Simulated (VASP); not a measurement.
A run of VASP 6.6.1:

File POSCAR:

```
LiH
1.0
    0.0000000000      2.0033987008      2.0033987008
    2.0033987008      0.0000000000      2.0033987008
    2.0033987008      2.0033987008      0.0000000000
Li H
1 1
Direct
    0.0000000000      0.0000000000      0.0000000000
    0.5000000000      0.5000000000      0.5000000000
```

The input INCAR.step1:

```
SYSTEM = LiH
PREC = Accurate ; ENCUT = 520
EDIFF = 1E-5 ; ISMEAR = 0
SIGMA = 0.02 ; LREAL = .FALSE.
LASPH = .TRUE. ; NELM = 80
ALGO = Normal ; ISIF = 2
LWAVE = .TRUE. ; GGA = PE
NBANDS = 9
```

Contents of INCAR.step2:

```
SYSTEM = LiH
PREC = Accurate ; ENCUT = 520
EDIFF = 1E-7 ; ISMEAR = 0
SIGMA = 0.02 ; LREAL = .FALSE.
LASPH = .TRUE. ; NELM = 80
ALGO = Normal ; ISIF = 2
LWAVE = .FALSE. ; LCHARG = .TRUE.
GGA = PE ; LHFCALC = .TRUE.
AEXX = 0.25 ; PRECFOCK = Normal
LELF = .TRUE. ; LVHAR = .TRUE.
ISTART = 1 ; NBANDS = 9
```

KPOINTS

```
Automatic mesh
0
G
  8 8 8
  0 0 0
```

Potentials or basis: VASP PAW PBE potentials, release 64 (Li_sv, H).

Command:

```sh
$ cat potpaw_PBE.64/Li_sv/POTCAR potpaw_PBE.64/H/POTCAR > POTCAR
$ cp INCAR.step1 INCAR
$ mpirun -np 1 vasp_std > vasp.out
$ cp INCAR.step2 INCAR
$ mpirun -np 1 vasp_std > vasp.out
```

Hardware: 1 thread of AMD EPYC 7R13 Processor (Zen 3) (shared host).

Question: Estimate the wall time of this run.

Answer: It took 4.7 min on 1 thread of AMD EPYC 7R13 Processor (Zen 3), on a shared host, peak memory 0.11 GiB. Counts: k points 29.
